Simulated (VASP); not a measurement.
The system is MoS2.

```
Mo S
1.0
     3.16900    0.00000    0.00000
    -1.58450    2.74443    0.00000
     0.00000    0.00000   12.32400
Mo S
2 4
Cartesian
  0.0000 1.8296 3.0810
  1.5845 0.9148 9.2430
  0.0000 1.8296 7.6779
  1.5845 0.9148 1.5159
  0.0000 1.8296 10.8081
  1.5845 0.9148 4.6461
```

- Program: VASP 6.6.1
- Task: relaxation of cell and atoms
- Functional: PBE
- Dispersion: D3(BJ)
- Potentials or basis: VASP PAW PBE potentials, release 64 (Mo_sv, S)
- Cutoff: 600 eV
- k mesh: 12 × 12 × 2
- Occupations: fermi-dirac, width 0.02 eV
- Spin: no spin polarisation

At the start: pressure -2.0 GPa; volume 17.86 Å³/atom.

Q: How do energy, volume and symmetry change on relaxing?

A: Over 13 steps the energy falls by 2.8 meV/atom and the volume is 17.29 Å³/atom (-3.2 %); space group P6_3/mmc (No. 194, to 0.05 Å).

The path:
```
step  energy change (eV)  largest force (eV/Å)  pressure (GPa)  volume (Å³)
   1              0.0000                0.0755           -2.05       107.18
   2              0.0163                0.5244            3.50       103.68
   3             -0.0088                0.1425           -0.08       105.85
   4             -0.0114                0.0585           -0.05       105.43
   5             -0.0115                0.0382           -0.05       105.33
   6             -0.0129                0.0332           -0.05       105.10
   7             -0.0160                0.0175           -0.07       104.41
   8             -0.0152                0.0159            0.04       103.02
   9             -0.0168                0.0081           -0.01       103.86
  10             -0.0168                0.0071           -0.01       103.82
  11             -0.0168                0.0064           -0.01       103.79
  12             -0.0168                0.0157           -0.03       103.69
  13             -0.0169                0.0025           -0.02       103.75
```

Final structure:
```
Mo S
1.0
     3.14886    0.00000    0.00000
    -1.57443    2.72699    0.00000
     0.00000    0.00000   12.08243
Mo S
2 4
Cartesian
  0.0000 1.8180 3.0206
  1.5744 0.9090 9.0618
  0.0000 1.8180 7.4966
  1.5744 0.9090 1.4554
  0.0000 1.8180 10.6271
  1.5744 0.9090 4.5859
```
